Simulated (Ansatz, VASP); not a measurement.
# Sc: VASP beside Ansatz

```xyz
2
Lattice="3.1766 0.0000 0.0000 -1.5883 2.7511 0.0000 0.0000 0.0000 5.2733" Properties=species:S:1:pos:R:3 pbc="T T T"
Sc    1.5883    0.9170    3.9550
Sc    0.0000    1.8340    1.3183
```

Alike in both runs: task single point; functional PBE; k mesh 8 × 8 × 4; occupations fermi-dirac, width 0.05 eV; no spin polarisation.

|  | VASP | Ansatz |
| --- | --- | --- |
| version | VASP 6.6.1 | Ansatz 0.2.0 |
| potentials or method | VASP PAW PBE potentials, release 64 (Sc_sv) | Ansatz PAW |
| plane-wave cutoff (eV) | 520 | 420 |
| valence electrons in the cell | 22 | 22 |

Ansatz gave:

| Item | Value |
| --- | --- |
| gap on the k mesh at the Fermi level (eV) | none |
| pressure (GPa) | 4.3 |
| traceless stress, the component that is largest in VASP (GPa) | -3.82 |

What did VASP give for the same quantities?

gap on the k mesh at the Fermi level (eV): none; pressure (GPa): 4.3; traceless stress, the component that is largest in VASP (GPa): -3.83.

A gap of «none» marks a metal or a gap that the smearing closes. With one functional, cell and mesh, what is left measures potentials, basis and numerics.
